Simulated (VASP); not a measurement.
# CuAu (Cm) in VASP: further runs, part 2 of 2

VASP 6.6.1.

### Step 3. Single point, PBEsol (shortest bond scaled by 0.76)

Input file INCAR:

```
SYSTEM = CuAu
ALGO     = Normal         ! electronic algorithm
EDIFF    = 1E-7           ! SCF threshold, eV
ENCUT    = 520            ! plane-wave cutoff, eV
GGA      = PS             ! functional
ISIF     = 2              ! what is computed and relaxed
ISMEAR   = -1             ! smearing method
LASPH    = .True.         ! aspherical terms in the spheres
LCHARG   = .False.        ! write CHGCAR
LREAL    = .False.        ! projectors in reciprocal space
LWAVE    = .False.        ! write WAVECAR
NBANDS   = 18             ! bands
NELM     = 100            ! most SCF steps
PREC     = Accurate       ! precision mode
SIGMA    = 0.05           ! smearing width, eV
```

Input file KPOINTS:

```
k-points
0
Gamma
  11 11 8
  0 0 0
```

Input file POSCAR:

```
CuAu
1.0
    2.8507024026      0.0000000000      0.0000000000
    0.0000000000      2.8507024026      0.0000000000
    0.0000000000      0.0000000000      3.5816088600
Cu Au
1 1
Direct
    0.4400000000      0.4400000000      0.4400000000
    0.0600000000      0.0600000000      0.0600000000
```

Potentials or basis: VASP PAW PBE potentials, release 64 (Cu, Au).

Launch:

```sh
$ cat potpaw_PBE.64/Cu/POTCAR potpaw_PBE.64/Au/POTCAR > POTCAR
$ mpirun -np 1 vasp_std > vasp.out
```

OUTCAR:

```text
SYSTEM = CuAu
   EDIFF = 1E-7
   ENCUT = 520
   GGA = PS
   ISIF = 2
   ISMEAR = -1
   LASPH = .True.
   LREAL = .False.
   NELM = 100
   PREC = Accurate

 ion  position               nearest neighbor table
   1  0.440  0.440  0.440-   2 2.05   2 2.48   2 2.48   2 2.70   2 2.85   2 3.04   2 3.04
   2  0.060  0.060  0.060-   1 2.05   1 2.48   1 2.48   1 2.70   1 2.85   1 3.04   1 3.04

  LATTYP: Found a simple tetragonal cell.
 ALAT       =     2.8507024026
 C/A-ratio  =     1.2563952157

  Lattice vectors:

 A1 = (   2.8507024026,   0.0000000000,   0.0000000000)
 A2 = (   0.0000000000,   2.8507024026,   0.0000000000)
 A3 = (   0.0000000000,   0.0000000000,   3.5816088600)

Analysis of symmetry for initial positions (statically):
=====================================================================
 Subroutine PRICEL returns:
 Original cell was already a primitive cell.

 Routine SETGRP: Setting up the symmetry group for a
 simple tetragonal supercell.

 Subroutine GETGRP returns: Found  2 space group operations
 (whereof  2 operations were pure point group operations)
 out of a pool of 16 trial point group operations.
[... 159 lines left out ...]
  free energy    TOTEN  =        -6.50349762 eV

  energy without entropy =       -6.49844606  energy(sigma->0) =       -6.50097184

 E-fermi :   8.7272     XC(G=0): -12.7135

 val. band max:        8.7216517273   @ k =  -0.4545  -0.3636   0.1250
 cond. band min:       8.7375847886   @ k =  -0.4545   0.0000   0.1250
 fundamental gap:      0.0159330613
 Fermi energy:         8.7271832638

 k-point     1 :       0.0000    0.0000    0.0000
  band No.  band energies     occupation
      1      -1.2987      2.00000
      2       1.5059      2.00000
      3       1.7635      2.00000
      4       3.2487      2.00000
      5       4.1730      2.00000
      6       5.1787      2.00000
[... 481 lines left out ...]
      5       3.5607      2.00000
      6       5.2147      2.00000
[... 10 lines left out ...]
     17      22.1188      0.00000
     18      23.2647      0.00000

 [... further k-points ...]

------------------------ aborting loop because EDIFF is reached ----------------------------------------

  FORCE on cell =-STRESS in cart. coord.  units (eV):
  Direction    XX          YY          ZZ          XY          YZ          ZX
  --------------------------------------------------------------------------------------
  -------------------------------------------------------------------------------------
  Total        5.1603402      5.1603402      7.1939620      3.2997002      5.2821854      5.2821849
  in kB      284.0579801    284.0579801    396.0014735    181.6365091    290.7651150    290.7650918
  external PRESSURE =     321.3724779 kB  Pullay stress =       0.0000000 kB

 VOLUME and BASIS-vectors are now :
 -----------------------------------------------------------------------------
  energy-cutoff  :      520.00
  volume of cell :       29.11
      direct lattice vectors                 reciprocal lattice vectors
     2.850702403  0.000000000  0.000000000     0.350790738  0.000000000  0.000000000
     0.000000000  2.850702403  0.000000000     0.000000000  0.350790738  0.000000000
     0.000000000  0.000000000  3.581608860     0.000000000  0.000000000  0.279204134

 POSITION                                       TOTAL-FORCE (eV/Angst)
 -----------------------------------------------------------------------------------
      1.25431      1.25431      1.57591         4.171869      4.171869      6.592024
      0.17104      0.17104      0.21490        -4.171869     -4.171869     -6.592024
 -----------------------------------------------------------------------------------
    total drift:                                0.000302      0.000302     -0.000863

  FREE ENERGIE OF THE ION-ELECTRON SYSTEM (eV)
  ---------------------------------------------------
  free  energy   TOTEN  =        -6.5034976200 eV

  energy  without entropy=       -6.4984460572  energy(sigma->0) =       -6.50097184
```

OSZICAR:

```text
N       E                     dE             d eps       ncg     rms          rms(c)
DAV:   1     0.130225556188E+03    0.13023E+03   -0.10817E+04 10290   0.173E+03
DAV:   2    -0.211925089844E+01   -0.13234E+03   -0.12448E+03  9824   0.298E+02
DAV:   3    -0.748563923346E+01   -0.53664E+01   -0.52525E+01 11476   0.701E+01
DAV:   4    -0.756285648923E+01   -0.77217E-01   -0.77161E-01 12048   0.698E+00
DAV:   5    -0.756493937112E+01   -0.20829E-02   -0.20828E-02 12418   0.120E+00    0.149E+01
DAV:   6    -0.696095924339E+01    0.60398E+00   -0.65085E+00 10388   0.808E+01    0.657E+00
DAV:   7    -0.661624498060E+01    0.34471E+00   -0.30478E+00 11322   0.878E+01    0.720E+00
DAV:   8    -0.651184314574E+01    0.10440E+00   -0.33568E-01 13142   0.176E+01    0.302E+00
DAV:   9    -0.650396849073E+01    0.78747E-02   -0.25239E-02 14912   0.330E+00    0.160E-01
DAV:  10    -0.650355845346E+01    0.41004E-03   -0.37365E-03 14832   0.949E-01    0.144E-01
DAV:  11    -0.650350398759E+01    0.54466E-04   -0.22721E-04 13068   0.171E-01    0.256E-02
DAV:  12    -0.650349743115E+01    0.65564E-05   -0.14738E-05 14624   0.124E-01    0.211E-02
DAV:  13    -0.650349782302E+01   -0.39186E-06   -0.24993E-06 11190   0.151E-02    0.420E-03
DAV:  14    -0.650349763643E+01    0.18658E-06   -0.22489E-07  7104   0.612E-03    0.982E-04
DAV:  15    -0.650349762002E+01    0.16415E-07   -0.34711E-08  5294   0.511E-03
   1 F= -.65034976E+01 E0= -.65009718E+01  d E =-.505156E-02
```

Run time: 43 s. Hardware: 1 thread of Intel Xeon 6975P-C (Granite Rapids), shared host; peak memory 0.26 GiB.

What came out:

* Free energy: -6.5035 eV
* Pressure: 32.1 GPa
* Largest force: 8.847 eV/Å
* Band gap on the k mesh: zero (bands 11 and 12 overlap by 4.74 eV)

Forces in eV/Å, atoms in the order of the input:
```
Cu   4.172  4.172  6.592
Au  -4.172 -4.172 -6.592
```

Stress tensor (GPa, compression positive):
```
28.41 18.16 29.08
18.16 28.41 29.08
29.08 29.08 39.60
```

Levels at points of the mesh, in eV from the Fermi level:
| k point | band 7 | band 8 | band 9 | band 10 | band 11 | band 12 | band 13 | band 14 | band 15 | band 16 |
| --- | --- | --- | --- | --- | --- | --- | --- | --- | --- | --- |
| (0.00, 0.00, 0.00) | -2.63 | -2.44 | -2.27 | -2.17 | -1.04 | 3.65 | 7.71 | 10.20 | 10.39 | 15.08 |
| (0.00, 0.00, 0.50) | -3.46 | -2.41 | -2.31 | -2.21 | -1.62 | -1.31 | 12.06 | 12.54 | 13.88 | 14.10 |

Caveat: the cell differs from its parent crystal (shortest bond scaled by 0.76); the cell stands under pressure; the PAW data sets were made with another functional, which shifts forces and pressure a little; spin-orbit coupling is left out, which moves the levels of the heavy elements.

### Step 4. Single point, PBEsol (shortest bond scaled by 0.58, source ansatz)

Input file INCAR:

```
PREC = Accurate ; ENCUT = 520
EDIFF = 1E-7 ; ISMEAR = -1
SIGMA = 0.05 ; LREAL = False
LASPH = True ; NELM = 60
ALGO = Normal ; ISIF = 2
LWAVE = False ; LCHARG = False
GGA = PS ; NBANDS = 18
```

Input file KPOINTS:

```
regular mesh
0
Gamma
  11 11 8
```

Input file POSCAR:

```
CuAu
1.0
    2.8507024026      0.0000000000      0.0000000000
    0.0000000000      2.8507024026      0.0000000000
    0.0000000000      0.0000000000      3.5816088600
Cu Au
1 1
Direct
    0.3950000000      0.3950000000      0.3950000000
    0.1050000000      0.1050000000      0.1050000000
```

Launch:

```sh
$ cat potpaw_PBE.64/Cu/POTCAR potpaw_PBE.64/Au/POTCAR > POTCAR
$ mpirun -np 1 vasp_std > vasp.out
```

Run time: 43 s. Hardware: 1 thread of Intel Xeon 6975P-C (Granite Rapids), shared host; peak memory 0.27 GiB.

It converged, with:

| Property | Result |
| --- | --- |
| Free energy | 4.6942 eV |
| Pressure | 127.1 GPa |
| Largest force | 40.803 eV/Å |
| Band gap on the k mesh | zero (bands 11 and 12 overlap by 3.51 eV) |

Forces in eV/Å, atoms in the order of the input:
```
Cu   20.842  20.842  28.216
Au  -20.842 -20.842 -28.216
```

Stress tensor (GPa, compression positive):
```
113.03  86.46 119.15
 86.46 113.03 119.15
119.15 119.15 155.26
```

Levels at points of the mesh, in eV from the Fermi level:
```tsv
k point	band 7	band 8	band 9	band 10	band 11	band 12	band 13	band 14	band 15	band 16
(0.00, 0.00, 0.00)	-3.46	-3.02	-2.26	-1.69	-1.19	5.05	6.67	11.28	12.37	13.42
(0.00, 0.00, 0.50)	-4.23	-3.60	-2.72	-1.34	-1.24	-0.96	11.54	12.46	13.45	14.03
```

Caveat: the cell differs from its parent crystal (shortest bond scaled by 0.58, source ansatz); atoms lie so close that the PAW spheres overlap strongly, which falsifies energies and pressures; the cell stands under pressure; the PAW data sets were made with another functional, which shifts forces and pressure a little; spin-orbit coupling is left out, which moves the levels of the heavy elements.

### Step 5. The runs side by side

```csv
cell,gap on the mesh (eV),pressure (GPa),largest force (eV/Å)
"as given, shortest bond scaled by 0.94",none,-2.2,0.89
"as given, shortest bond scaled by 0.76",none,32.1,8.85
"as given, shortest bond scaled by 0.58, source ansatz",none,127.1,40.80
```

Some of these runs hold the atoms at other places in the same cell, which the table doesn't show; runs alike in all that it shows share one row.

Alike in all rows: task single point; level PBEsol; potentials or basis VASP PAW PBE potentials, release 64 (Cu, Au); no spin polarisation; k mesh 11 × 11 × 8; cutoff (eV) 520; smearing fermi-dirac 0.05 eV.

Caveats: the PAW data sets were made with another functional, which shifts forces and pressure a little; spin-orbit coupling is left out, which moves the levels of the heavy elements; the cell stands under pressure (at least some runs); atoms lie so close that the PAW spheres overlap strongly, which falsifies energies and pressures (at least some runs).

Total energies depend on the potentials used, so only differences within one code and one set of settings carry meaning.
